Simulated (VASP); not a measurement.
# IrO: relaxation of cell and atoms with PBE

Crystal: IrO.

```xyz
2
Lattice="2.8195 0.0000 0.0000 -1.4098 2.4418 0.0000 0.0000 0.0000 2.7500" Properties=species:S:1:pos:R:3 pbc="T T T"
Ir    0.0000    0.0000    0.0000
O     1.4098    0.8139    1.3750
```

```
Program                : VASP 6.6.1
Task                   : relaxation of cell and atoms
Functional             : PBE
Potentials or basis    : VASP PAW PBE potentials, release 64 (Ir, O)
Cutoff                 : 600 eV
k mesh                 : 6 × 6 × 6
Occupations            : gaussian, width 0.1 eV
Spin                   : no spin polarisation
Dipole correction      : no
Further INCAR settings : ALGO = Normal; EDIFF = 1e-06; IBRION = 2; EDIFFG = -0.04; NSW = 90; ISIF = 3
```

The relaxed volume is 11.22 Å³/atom, the relaxed cell is a = 2.741 Å, b = 2.741 Å, c = 3.449 Å, α = 90.00°, β = 90.00°, γ = 120.00° and the space group after relaxing (to 0.1 Å) is P-6m2 (No. 187). The pressure after relaxing is 0.1 GPa and the band gap on the k mesh is zero (an odd number of electrons rules out a gap without spin polarisation).

Final structure:
```cif
data_structure
_symmetry_space_group_name_H-M 'P 1'
_symmetry_Int_Tables_number 1
_cell_length_a 2.7408
_cell_length_b 2.7408
_cell_length_c 3.4489
_cell_angle_alpha 90.000
_cell_angle_beta 90.000
_cell_angle_gamma 120.000
_cell_volume 22.44
loop_
_atom_site_label
_atom_site_type_symbol
_atom_site_fract_x
_atom_site_fract_y
_atom_site_fract_z
_atom_site_occupancy
Ir1 Ir 0.00000 0.00000 0.00000 1
O1 O 0.66667 0.33333 0.50000 1
```

Levels at points of the mesh, in eV from the Fermi level:
| k point | band 3 | band 4 | band 5 | band 6 | band 7 | band 8 | band 9 | band 10 | band 11 |
| --- | --- | --- | --- | --- | --- | --- | --- | --- | --- |
| (0.00, 0.00, 0.00) | -5.45 | -4.32 | -4.32 | -1.06 | -1.06 | -0.52 | -0.52 | -0.44 | 13.54 |
| (0.50, 0.00, 0.00) | -7.20 | -5.65 | -3.33 | -1.31 | 0.32 | 0.63 | 1.14 | 4.06 | 8.42 |
| (0.00, 0.00, 0.50) | -3.82 | -3.35 | -3.35 | -3.18 | -3.18 | 0.29 | 0.29 | 4.19 | 6.75 |
| (0.50, 0.00, 0.50) | -6.94 | -4.93 | -3.67 | -1.50 | -0.52 | 1.09 | 1.23 | 5.57 | 8.22 |

Wall time 29 s on 1 thread of Intel(R) Xeon(R) 6975P-C (Granite Rapids), with other jobs on the host, peak memory 0.15 GiB.

Caveat: the k points lie up to 0.44 Å⁻¹ apart in the final cell, too coarse for converged energies and pressures of a metal; the volume moved by over 15 % at a fixed basis, so the end points are rough; spin-orbit coupling is left out, which moves the levels of the heavy elements; an odd number of electrons without spin polarisation forces a metal; a magnetic or distorted state may lie lower.
